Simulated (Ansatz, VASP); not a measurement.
## Rb7Br in VASP and in Ansatz

```
CELL_PARAMETERS angstrom
0.00000 6.77701 6.77701
6.77701 0.00000 6.77701
6.77701 6.77701 0.00000
ATOMIC_POSITIONS crystal
Rb 0.50000 0.50000 0.50000
Rb 0.50000 0.00000 0.00000
Rb 0.50000 0.00000 0.50000
Rb 0.00000 0.50000 0.50000
Rb 0.00000 0.50000 0.00000
Rb 0.50000 0.50000 0.00000
Rb 0.00000 0.00000 0.50000
Br 0.00000 0.00000 0.00000
```

Change from the starting cell: species swapped into the CuPt7 type (Fm-3m, No. 225).

Alike in both runs: functional PBE; k mesh 6 × 6 × 6; occupations gaussian, width 0.1 eV; no spin polarisation.

Ansatz relaxed the structure, and its values are those at the end. VASP's run is a single point on that final structure, the one shown.

|  | VASP | Ansatz |
| --- | --- | --- |
| version | VASP 6.6.1 | Ansatz 0.2.0 |
| potentials or method | VASP PAW PBE potentials, release 64 (Rb_sv, Br), cutoff 520 eV | scalar-relativistic, plane waves, PAW |
| valence electrons in the cell | 70 | 70 |

|  | VASP | Ansatz | Ansatz less VASP |
| --- | --- | --- | --- |
| gap on the k mesh at the Fermi level (eV) | none | none | - |
| pressure (GPa) | 0.0 | 0.0 | 0.00 |

A gap of «none» marks a metal or a gap that the smearing closes.
